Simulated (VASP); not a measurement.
## NaB2: single point with PBE

The system is NaB2.

```
Na B
1.0
     2.66403    0.00000    0.00000
    -1.33201    2.30712    0.00000
     0.00000    0.00000   12.08031
Na B
2 4
Direct
  0.00000 0.00000 0.50000
  0.00000 0.00000 0.00000
  0.66667 0.33333 0.31765
  0.33333 0.66667 0.68235
  0.33333 0.66667 0.81765
  0.66667 0.33333 0.18235
```

- Program: VASP 6.6.1
- Task: single point
- Functional: PBE
- Potentials or basis: VASP PAW PBE potentials, release 64 (Na_pv, B)
- Cutoff: 520 eV
- k mesh: 18 × 18 × 4
- Occupations: gaussian, width 0.1 eV
- Spin: no spin polarisation

```json
{
 "Pressure": "0.1 GPa",
 "Largest force": "0.006 eV/Å",
 "Band gap on the k mesh": "zero (band 13 reaches 6.24 eV, above the bottom of band 14 at 2.41 eV)"
}
```

Forces on the atoms (eV/Å):
```
Na   0.000  0.000  0.000
Na   0.000  0.000  0.000
B    0.000  0.000  0.006
B    0.000  0.000 -0.006
B    0.000  0.000  0.006
B    0.000  0.000 -0.006
```

Levels at points of the mesh, in eV from the Fermi level:
| k point | band 9 | band 10 | band 11 | band 12 | band 13 | band 14 | band 15 | band 16 | band 17 | band 18 |
| --- | --- | --- | --- | --- | --- | --- | --- | --- | --- | --- |
| (0.00, 0.00, 0.00) | -7.16 | -6.33 | -4.35 | -2.78 | 1.54 | 3.91 | 5.80 | 5.80 | 5.82 | 5.82 |
| (0.50, 0.00, 0.00) | -4.36 | -4.30 | -1.74 | -1.63 | -0.40 | -0.16 | -0.13 | 0.05 | 3.44 | 3.45 |
| (0.00, 0.00, 0.50) | -6.81 | -6.81 | -3.56 | -3.56 | 2.62 | 2.62 | 5.81 | 5.81 | 5.81 | 5.81 |
| (0.50, 0.00, 0.50) | -4.33 | -4.33 | -1.68 | -1.68 | -0.40 | -0.40 | 0.07 | 0.07 | 3.44 | 3.44 |

Run time: 110 s on 1 thread of Intel(R) Xeon(R) Platinum 8488C (Sapphire Rapids), on a shared host, peak memory 0.26 GiB.
